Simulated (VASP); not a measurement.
Here is a VASP 6.6.1 calculation.

Contents of INCAR:

```
SYSTEM = Be3Te4
PREC = Accurate
ENCUT = 520
EDIFF = 1E-7
ISMEAR = 0
SIGMA = 0.2
LREAL = .False.
LASPH = .True.
NELM = 100
ALGO = Normal
ISIF = 2
LWAVE = .False.
LCHARG = .True.
GGA = PE
LELF = .True.
LVHAR = .True.
NBANDS = 24
```

File KPOINTS:

```
Automatic mesh
0
Gamma
  4 4 4
  0 0 0
```

POSCAR

```
Be3Te4
1.0
   -2.7574434513      2.7574434513      5.7073314446
    2.7574434513     -2.7574434513      5.7073314446
    2.7574434513      2.7574434513     -5.7073314446
Be Te
3 4
Direct
    0.2500000000      0.7500000000      0.5000000000
    0.7500000000      0.2500000000      0.5000000000
    0.5000000000      0.5000000000      0.0000000000
    0.3700882275      0.8780994088      0.0000000000
    0.8780994088      0.3700882275      0.0000000000
    0.1219005912      0.1219005912      0.4919888187
    0.6299117725      0.6299117725      0.5080111813
```

Potentials or basis: VASP PAW PBE potentials, release 64 (Be, Te).

Command:

```console
$ cat potpaw_PBE.64/Be/POTCAR potpaw_PBE.64/Te/POTCAR > POTCAR
$ mpirun -np 1 vasp_std > vasp.out
```

(1) Predict the band gap on the k mesh.

(2) What does it give for the pressure?

(3) Predict the largest force.

Answers

(1) zero (bands 15 and 16 overlap by 1.07 eV).

(2) 0.1 GPa.

(3) 0.033 eV/Å.

Caveat: the cell differs from its parent crystal (atoms taken out); spin-orbit coupling is left out, which moves the levels of the heavy elements.
